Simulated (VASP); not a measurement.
# Sb3Pb (Im-3m) in VASP: notebook

The runs below take Sb3Pb through single point, relaxation of cell and atoms, with PBE.

Program: VASP 6.6.1. These are calculated values, not measurements. Logs are shortened: lines on timing, memory, paths and dates and some standing lists are left out, and cuts for length are marked.

## (1) The cell of the first run

The structure is cubic, space group Im-3m (No. 229). The conventional cell has a = 6.300 Å, b = 6.300 Å, c = 6.300 Å, α = 90.00°, β = 90.00°, γ = 90.00°. Sb (site symmetry 4/mmm) has 4 Sb at 3.15 Å and 2 Pb at 3.15 Å within 4.1 Å. Pb (site symmetry m-3m) has 6 Sb at 3.15 Å within 4.1 Å.

## (2) Single point, PBE

INCAR

```
SYSTEM = Sb3Pb
PREC = Accurate
ENCUT = 520
EDIFF = 1E-6
ISMEAR = 0
SIGMA = 0.1
LREAL = .False.
LASPH = .True.
NELM = 100
ALGO = Normal
ISIF = 2
LWAVE = .False.
LCHARG = .False.
GGA = PE
NBANDS = 22
```

KPOINTS

```
regular mesh
0
Gamma
  10 10 10
  0 0 0
```

POSCAR

```
Sb3Pb
1.0
   -3.1497930176      3.1497930176      3.1497930176
    3.1497930176     -3.1497930176      3.1497930176
    3.1497930176      3.1497930176     -3.1497930176
Sb Pb
3 1
Direct
    0.0000000000      0.5000000000      0.5000000000
    0.5000000000      0.0000000000      0.5000000000
    0.5000000000      0.5000000000      0.0000000000
    0.0000000000      0.0000000000      0.0000000000
```

Potentials or basis: VASP PAW PBE potentials, release 64 (Sb, Pb_d).

On the command line:

```console
cat potpaw_PBE.64/Sb/POTCAR potpaw_PBE.64/Pb_d/POTCAR > POTCAR
mpirun -np 1 vasp_std > vasp.out
```

OUTCAR:

```text
SYSTEM = Sb3Pb
   PREC = Accurate
   ENCUT = 520
   EDIFF = 1E-6
   ISMEAR = 0
   LREAL = .False.
   LASPH = .True.
   NELM = 100
   ISIF = 2
   GGA = PE

 ion  position               nearest neighbor table
   1  0.000  0.500  0.500-   2 3.15   3 3.15   4 3.15   4 3.15   3 3.15   2 3.15
   2  0.500  0.000  0.500-   1 3.15   3 3.15   4 3.15   3 3.15   4 3.15   1 3.15
   3  0.500  0.500  0.000-   1 3.15   2 3.15   4 3.15   2 3.15   1 3.15   4 3.15
   4  0.000  0.000  0.000-   1 3.15   2 3.15   3 3.15   1 3.15   2 3.15   3 3.15

  LATTYP: Found a body centered cubic cell.
 ALAT       =     6.2995860352

  Lattice vectors:

 A1 = (  -3.1497930176,   3.1497930176,   3.1497930176)
 A2 = (   3.1497930176,  -3.1497930176,   3.1497930176)
 A3 = (   3.1497930176,   3.1497930176,  -3.1497930176)

Analysis of symmetry for initial positions (statically):
=====================================================================
 Subroutine PRICEL returns:
 Original cell was already a primitive cell.

 Routine SETGRP: Setting up the symmetry group for a
 body centered cubic supercell.

 Subroutine GETGRP returns: Found 48 space group operations
 (whereof 48 operations were pure point group operations)
 out of a pool of 48 trial point group operations.

The static configuration has the point symmetry O_h .

Analysis of symmetry for dynamics (positions and initial velocities):
=====================================================================
 Subroutine PRICEL returns:
 Original cell was already a primitive cell.

 Routine SETGRP: Setting up the symmetry group for a
 body centered cubic supercell.

 Subroutine GETGRP returns: Found 48 space group operations
 (whereof 48 operations were pure point group operations)
 out of a pool of 48 trial point group operations.

The dynamic configuration has the point symmetry O_h .

 Subroutine INISYM returns: Found 48 space group operations
 (whereof 48 operations are pure point group operations),
 and found     1 'primitive' translations

----------------------------------------------------------------------------------------

                                     Primitive cell

  volume of cell :     124.9989

  direct lattice vectors                    reciprocal lattice vectors
    -3.149793018  3.149793018  3.149793018     0.000000000  0.158740589  0.158740589
     3.149793018 -3.149793018  3.149793018     0.158740589  0.000000000  0.158740589
     3.149793018  3.149793018 -3.149793018     0.158740589  0.158740589  0.000000000

  length of vectors
     5.455601540  5.455601540  5.455601540     0.224493094  0.224493094  0.224493094

  position of ions in fractional coordinates (direct lattice)
     0.000000000  0.500000000  0.500000000
     0.500000000  0.000000000  0.500000000
     0.500000000  0.500000000  0.000000000
     0.000000000  0.000000000  0.000000000

  ion indices of the primitive-cell ions
   primitive index   ion index
                 1           1
                 2           2
                 3           3
                 4           4

----------------------------------------------------------------------------------------

 KPOINTS: regular mesh

Automatic generation of k-mesh.
 Grid dimensions read from file:
 generate k-points for:   10   10   10

 Generating k-lattice:

  Cartesian coordinates                     Fractional coordinates (reciprocal lattice)
     0.000000000  0.015874059  0.015874059     0.100000000  0.000000000  0.000000000
     0.015874059  0.000000000  0.015874059     0.000000000  0.100000000  0.000000000
     0.015874059  0.015874059  0.000000000     0.000000000  0.000000000  0.100000000

  Length of vectors
     0.022449309  0.022449309  0.022449309

  Shift w.r.t. Gamma in fractional coordinates (k-lattice)
     0.000000000  0.000000000  0.000000000

 Subroutine IBZKPT returns following result:
 ===========================================

 Found     47 irreducible k-points:

 Following reciprocal coordinates:
            Coordinates               Weight
  0.000000  0.000000  0.000000      1.000000
  0.100000  0.000000  0.000000     12.000000
  0.200000  0.000000  0.000000     12.000000
  0.300000  0.000000  0.000000     12.000000
  0.400000  0.000000  0.000000     12.000000
  0.500000  0.000000  0.000000      6.000000
[... 16 lines left out ...]
  0.300000  0.300000  0.100000      8.000000
 -0.300000  0.300000  0.100000     24.000000
 [... further k-points ...]
   k-points           NKPTS =     47   k-points in BZ     NKDIM =     47   number of bands    NBANDS=     22
   number of dos      NEDOS =    301   number of ions     NIONS =      4
   total plane-waves  NPLWV =  74088
   dimension x,y,z NGX =    42 NGY =   42 NGZ =   42
   dimension x,y,z NGXF=    84 NGYF=   84 NGZF=   84
   ions per type =               3   1
   NGX,Y,Z   is equivalent  to a cutoff of  12.80, 12.80, 12.80 a.u.
   NGXF,Y,Z  is equivalent  to a cutoff of  25.60, 25.60, 25.60 a.u.
 SYSTEM =  Sb3Pb
   PREC   = accura    normal or accurate (medium, high low for compatibility)
   ISTART =      0    job   : 0-new  1-cont  2-samecut
   ICHARG =      2    charge: 1-file 2-atom 10-const
   ISPIN  =      1    spin polarized calculation?
   LNONCOLLINEAR =      F non collinear calculations
   LSORBIT =      F    spin-orbit coupling
   LASPH  =      T    aspherical Exc in radial PAW
   ENCUT  =  520.0 eV  38.22 Ry    6.18 a.u.  10.14 10.14 10.14*2*pi/ulx,y,z
   NELM   =    100;   NELMIN=  2; NELMDL= -5     # of ELM steps
   EDIFF  = 0.1E-05   stopping-criterion for ELM
   LREAL  =      F    real-space projection
   EDIFFG = 0.1E-04   stopping-criterion for IOM
   NSW    =      0    number of steps for IOM
   IBRION =     -1    ionic relax: 0-MD 1-quasi-New 2-CG
   NFREE  =      0    steps in history (QN), initial steepest desc. (CG)
   ISIF   =      2    stress and relaxation
   ISYM   =      2    0-nonsym 1-usesym 2-fastsym
   POTIM  = 0.5000    time-step for ionic-motion
   TEBEG  =    0.0;   TEEND  =   0.0 temperature during run
   PSTRESS=    0.0 pullay stress
   NELECT =      29.0000    total number of electrons
   NUPDOWN=      -1.0000    fix difference up-down
   EMIN   =  10.00;   EMAX   =-10.00  energy-range for DOS
   EFERMI =   0.00;   METHOD = LEGACY
   ISMEAR =     0;   SIGMA  =   0.10  broadening in eV -4-tet -1-fermi 0-gaus
   EFERMI_NEDOS =   21; number of points for ismear=-14 and -15
   IALGO  =     38    algorithm
   IMIX   =      4    mixing-type and parameters
     AMIX     =   0.40;   BMIX     =  1.00
     AMIX_MAG =   1.60;   BMIX_MAG =  1.00
  volume/ion in A,a.u.               =      31.25       210.88
  Fermi-wavevector in a.u.,A,eV,Ry     =   1.005940  1.900951 13.767948  1.011916
  Thomas-Fermi vector in A             =   2.138651
   LORBIT       =      0    0 simple, 1 ext, 2 COOP (PROOUT), +10 PAW based schemes
   GGA     = PE    functional components
   LHFCALC =     F    Hartree Fock is set to
   AEXX    =    0.0000 exact exchange contribution
   IVDW    =     0    specifies the selected vdW correction
   LEPSILON=     F    determine dielectric tensor
   LRPA    =     F    only Hartree local field effects (RPA)
 non-spin polarized calculation
 Gauss-broadening in eV      SIGMA  =   0.10
  energy-cutoff  :      520.00
  volume of cell :      125.00
 maximum number of plane-waves:      3396
 NGX is ok and might be reduce to    42
   NGX = 21   NGY = 21   NGZ = 21

 number of electron      28.9999992 magnetization

 Free energy of the ion-electron system (eV)
  ---------------------------------------------------
  ext. energy  EPLUGINS =         0.00000000
  ---------------------------------------------------
  free energy    TOTEN  =       -15.73454198 eV

  energy without entropy =      -15.72705497  energy(sigma->0) =      -15.73079847

 E-fermi :   6.5122     XC(G=0):  -9.5461

 val. band max:        6.5081245194   @ k =   0.3000   0.2000   0.0000
 cond. band min:       6.5620733953   @ k =   0.4000   0.0000   0.0000
 fundamental gap:      0.0539488758
 Fermi energy:         6.5121703066

 k-point     1 :       0.0000    0.0000    0.0000
  band No.  band energies     occupation
      1     -10.3354      2.00000
      2     -10.3354      2.00000
      3     -10.2845      2.00000
      4     -10.2845      2.00000
      5     -10.2845      2.00000
      6      -5.3477      2.00000
[... 14 lines left out ...]
     21      10.2181      0.00000
     22      14.0434      0.00000

 k-point     2 :       0.1000    0.0000    0.0000
  band No.  band energies     occupation
      1     -10.3357      2.00000
      2     -10.3353      2.00000
      3     -10.2846      2.00000
      4     -10.2845      2.00000
      5     -10.2842      2.00000
      6      -5.2772      2.00000
[... 14 lines left out ...]
     21      10.2958      0.00000
     22      14.0123      0.00000

 k-point     3 :       0.2000    0.0000    0.0000
  band No.  band energies     occupation
      1     -10.3363      2.00000
      2     -10.3348      2.00000
      3     -10.2850      2.00000
      4     -10.2845      2.00000
      5     -10.2833      2.00000
      6      -5.0667      2.00000
[... 14 lines left out ...]
     21      10.5354      0.00000
     22      12.7942      0.00000

 k-point     4 :       0.3000    0.0000    0.0000
  band No.  band energies     occupation
      1     -10.3372      2.00000
      2     -10.3343      2.00000
      3     -10.2856      2.00000
      4     -10.2845      2.00000
      5     -10.2824      2.00000
      6      -4.7192      2.00000
[... 14 lines left out ...]
     21      11.2927      0.00000
     22      11.3143      0.00000

 k-point     5 :       0.4000    0.0000    0.0000
  band No.  band energies     occupation
      1     -10.3379      2.00000
      2     -10.3339      2.00000
      3     -10.2860      2.00000
      4     -10.2846      2.00000
      5     -10.2816      2.00000
      6      -4.2428      2.00000
[... 14 lines left out ...]
     21      11.6392      0.00000
     22      11.6710      0.00000

 k-point     6 :       0.5000    0.0000    0.0000
  band No.  band energies     occupation
      1     -10.3382      2.00000
      2     -10.3337      2.00000
      3     -10.2861      2.00000
      4     -10.2846      2.00000
      5     -10.2813      2.00000
      6      -3.7345      2.00000
[... 14 lines left out ...]
     21      11.9400      0.00000
     22      12.6149      0.00000

 k-point     7 :       0.1000    0.1000    0.0000
  band No.  band energies     occupation
      1     -10.3361      2.00000
      2     -10.3350      2.00000
      3     -10.2848      2.00000
      4     -10.2846      2.00000
      5     -10.2836      2.00000
      6      -5.1367      2.00000
[... 324 lines left out ...]
      6      -4.1686      2.00000
[... 14 lines left out ...]
     21      10.3932      0.00000
     22      12.1659      0.00000

 k-point    21 :       0.3000    0.2000    0.1000
  band No.  band energies     occupation
      1     -10.3353      2.00000
      2     -10.3340      2.00000
      3     -10.2858      2.00000
      4     -10.2845      2.00000
      5     -10.2828      2.00000
      6      -3.6403      2.00000
[... 14 lines left out ...]
     21       9.8053      0.00000
     22      13.1686      0.00000

 k-point    22 :      -0.2000    0.2000    0.1000
  band No.  band energies     occupation
      1     -10.3372      2.00000
      2     -10.3346      2.00000
      3     -10.2847      2.00000
      4     -10.2844      2.00000
      5     -10.2834      2.00000
      6      -4.9977      2.00000
[... 14 lines left out ...]
     21      10.6735      0.00000
     22      11.8856      0.00000

 k-point    23 :       0.3000    0.3000    0.1000
  band No.  band energies     occupation
      1     -10.3344      2.00000
      2     -10.3344      2.00000
      3     -10.2858      2.00000
      4     -10.2838      2.00000
      5     -10.2838      2.00000
      6      -3.1329      2.00000
[... 14 lines left out ...]
     21       8.7117      0.00000
     22      13.8531      0.00000

 k-point    24 :      -0.3000    0.3000    0.1000
  band No.  band energies     occupation
      1     -10.3380      2.00000
      2     -10.3347      2.00000
      3     -10.2852      2.00000
      4     -10.2843      2.00000
      5     -10.2824      2.00000
      6      -4.6530      2.00000
[... 14 lines left out ...]
     21      11.3701      0.00000
     22      11.7414      0.00000

 [... further k-points ...]
[... 5 lines left out ...]
  --------------------------------------------------------------------------------------
  -------------------------------------------------------------------------------------
  Total       -0.0482297     -0.0482297     -0.0482297      0.0000000     -0.0000000      0.0000000
  in kB       -0.6181862     -0.6181862     -0.6181862      0.0000000     -0.0000000      0.0000000
  external PRESSURE =      -0.6181862 kB  Pullay stress =       0.0000000 kB

 VOLUME and BASIS-vectors are now :
 -----------------------------------------------------------------------------
  energy-cutoff  :      520.00
  volume of cell :      125.00
      direct lattice vectors                 reciprocal lattice vectors
    -3.149793018  3.149793018  3.149793018     0.000000000  0.158740589  0.158740589
     3.149793018 -3.149793018  3.149793018     0.158740589  0.000000000  0.158740589
     3.149793018  3.149793018 -3.149793018     0.158740589  0.158740589  0.000000000

 POSITION                                       TOTAL-FORCE (eV/Angst)
 -----------------------------------------------------------------------------------
      3.14979      0.00000      0.00000         0.000000     -0.000000      0.000000
      0.00000      3.14979      0.00000        -0.000000     -0.000000     -0.000000
      0.00000      0.00000      3.14979        -0.000000      0.000000     -0.000000
      0.00000      0.00000      0.00000        -0.000000      0.000000      0.000000
 -----------------------------------------------------------------------------------
    total drift:                               -0.000000      0.000000     -0.000000

  FREE ENERGIE OF THE ION-ELECTRON SYSTEM (eV)
  ---------------------------------------------------
  free  energy   TOTEN  =       -15.7345419760 eV

  energy  without entropy=      -15.7270549700  energy(sigma->0) =      -15.73079847
```

Wall time 95 s (1 thread of Intel Xeon Platinum 8259CL at 2.50GHz (Skylake/Cascade Lake), shared host); peak memory 0.33 GiB.

Results:

```yaml
Free_energy: -15.7345 eV
Pressure: -0.1 GPa
```

Caveat: spin-orbit coupling is left out, which moves the levels of the heavy elements.

## (3) Relaxation of cell and atoms, PBE

This run uses another cell than the first one, of 31.00 Å³/atom, 0.992 times its volume.

INCAR

```
PREC = Accurate ; ENCUT = 600
EDIFF = 1E-7 ; ISMEAR = 0
SIGMA = 0.1 ; LREAL = F
LASPH = T ; NELM = 100
ALGO = Normal ; ISIF = 3
LWAVE = F ; LCHARG = F
GGA = PE ; IBRION = 2
NSW = 100 ; EDIFFG = -0.01
```

KPOINTS

```
Automatic mesh
0
Gamma
  10 10 10
```

POSCAR

```
Sb3Pb
1.0
   -3.1412356782      3.1412356782      3.1412356782
    3.1412356782     -3.1412356782      3.1412356782
    3.1412356782      3.1412356782     -3.1412356782
Sb Pb
3 1
Direct
    0.0000000000      0.5000000000      0.5000000000
    0.5000000000      0.0000000000      0.5000000000
    0.5000000000      0.5000000000      0.0000000000
    0.0000000000      0.0000000000      0.0000000000
```

Potentials or basis: VASP PAW PBE potentials, release 64 (Sb, Pb_d).

On the command line:

```console
cat potpaw_PBE.64/Sb/POTCAR potpaw_PBE.64/Pb_d/POTCAR > POTCAR
mpirun -np 1 vasp_std > vasp.out
```

Run time: 4.6 min. Hardware: 1 thread of Intel Xeon Platinum 8259CL at 2.50GHz (Skylake/Cascade Lake), shared host; peak memory 0.42 GiB.

It converged, with:

```
Free energy                            : -15.7346 eV
Relaxed volume                         : 31.22 Å³/atom
Relaxed cell                           : a = 5.454 Å, b = 5.454 Å, c = 5.454 Å, α = 109.47°, β = 109.47°, γ = 109.47°
Space group after relaxing (to 0.05 Å) : Im-3m (No. 229)
Energy gained by relaxing              : 0.2 meV/atom
Ionic steps                            : 3
Pressure after relaxing                : 0.0 GPa
```

The path:
```
step  energy change (eV)  largest force (eV/Å)  pressure (GPa)  volume (Å³)
   1              0.0000                0.0000            0.36       123.98
   2             -0.0008                0.0000           -0.14       125.23
   3             -0.0010                0.0000            0.00       124.87
```

Final structure:
```
Sb Pb
1.0
    -3.14867    3.14867    3.14867
     3.14867   -3.14867    3.14867
     3.14867    3.14867   -3.14867
Sb Pb
3 1
Direct
  0.00000 0.50000 0.50000
  0.50000 0.00000 0.50000
  0.50000 0.50000 0.00000
  0.00000 0.00000 0.00000
```

Levels at points of the mesh, in eV from the Fermi level:
```tsv
k point	band 12	band 13	band 14	band 15	band 16	band 17	band 18
(0.00, 0.00, 0.00)	-3.26	-2.64	-2.64	-2.64	2.70	2.70	2.70
(0.50, 0.00, 0.00)	-1.00	-0.62	-0.56	-0.49	0.92	1.71	1.86
(0.50, 0.50, 0.50)	-4.37	-1.05	-1.05	-1.05	5.10	5.10	5.10
```

Caveat: spin-orbit coupling is left out, which moves the levels of the heavy elements.

(Continued in part 2 of 2.)
